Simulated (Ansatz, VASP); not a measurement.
Si7N in VASP and in Ansatz

File INCAR:

```
PREC     = Accurate       # precision mode
ENCUT    = 600            # plane-wave cutoff, eV
EDIFF    = 1E-7           # SCF threshold, eV
ISMEAR   = 0              # smearing method
SIGMA    = 0.2            # smearing width, eV
LREAL    = F              # projectors in reciprocal space
LASPH    = T              # aspherical terms in the spheres
NELM     = 60             # most SCF steps
ALGO     = Normal         # electronic algorithm
ISIF     = 3              # what is computed and relaxed
LWAVE    = F              # write WAVECAR
LCHARG   = F              # write CHGCAR
GGA      = PE             # functional
IBRION   = 2              # ionic algorithm
NSW      = 36             # ionic steps
EDIFFG   = -0.08          # ionic threshold
```

File KPOINTS:

```
Automatic mesh
0
Gamma
  4 4 4
```

File POSCAR:

```
Si7N
1.0
    0.0000000000      3.7887907200      3.7887907200
    3.7887907200      0.0000000000      3.7887907200
    3.7887907200      3.7887907200      0.0000000000
Si N
7 1
Direct
    0.5000000000      0.0000000000      0.0000000000
    0.0000000000      0.5000000000      0.5000000000
    0.0000000000      0.5000000000      0.0000000000
    0.5000000000      0.0000000000      0.5000000000
    0.0000000000      0.0000000000      0.5000000000
    0.5000000000      0.5000000000      0.0000000000
    0.5000000000      0.5000000000      0.5000000000
    0.0000000000      0.0000000000      0.0000000000
```

Input for Ansatz:

```yaml
crystal:
  lattice:
    - [0.0, 3.78879072, 3.78879072]
    - [3.78879072, 0.0, 3.78879072]
    - [3.78879072, 3.78879072, 0.0]
  atoms:
    - { symbol: Si, position: [0.5, 0.0, 0.0] }
    - { symbol: Si, position: [0.0, 0.5, 0.5] }
    - { symbol: Si, position: [0.0, 0.5, 0.0] }
    - { symbol: Si, position: [0.5, 0.0, 0.5] }
    - { symbol: Si, position: [0.0, 0.0, 0.5] }
    - { symbol: Si, position: [0.5, 0.5, 0.0] }
    - { symbol: Si, position: [0.5, 0.5, 0.5] }
    - { symbol: "N", position: [0.0, 0.0, 0.0] }
basis:
  ecutwfc: 420
kpoints:
  mp_grid: { grid: [4, 4, 4] }
hamiltonian:
  xc: pbe
scf:
  occupations: { method: gaussian, width: 0.2 }
  lower_state_search: "off"
output:
  forces: true
  stress: true
  eigenvalues: true
relax:
  adjacent_minimum: "off"
  f_tol: 0.08
  max_steps: 16
  cell: { stress_tol: 0.8 }
```

Change from the starting cell: species swapped into the Zn7Tc type (Fm-3m, No. 225).

Alike in both runs: task relaxation of cell and atoms; functional PBE; k mesh 4 × 4 × 4; occupations gaussian, width 0.2 eV; no spin polarisation.

|  | VASP | Ansatz |
| --- | --- | --- |
| version | VASP 6.6.1 | Ansatz 0.2.0 |
| potentials or method | VASP PAW PBE potentials, release 64 (Si, N), cutoff 600 eV | scalar-relativistic, plane waves, PAW |
| valence electrons in the cell | 33 | 33 |

|  | VASP | Ansatz | Ansatz less VASP |
| --- | --- | --- | --- |
| gap on the k mesh at the Fermi level, each at its own relaxed structure (eV) | none | none | - |
| relaxed volume (Å³/atom) | 13.60 | 13.60 | 0.000 |
| relaxed cell length with the largest relative difference (Å) | 5.358 | 5.358 | 0.0000 |

A gap of «none» marks a metal or a gap that the smearing closes.

Noted on VASP's run: the relaxation stopped at its first step, so nothing moved; too few bands were computed for a metal, which touches its energy and stress.
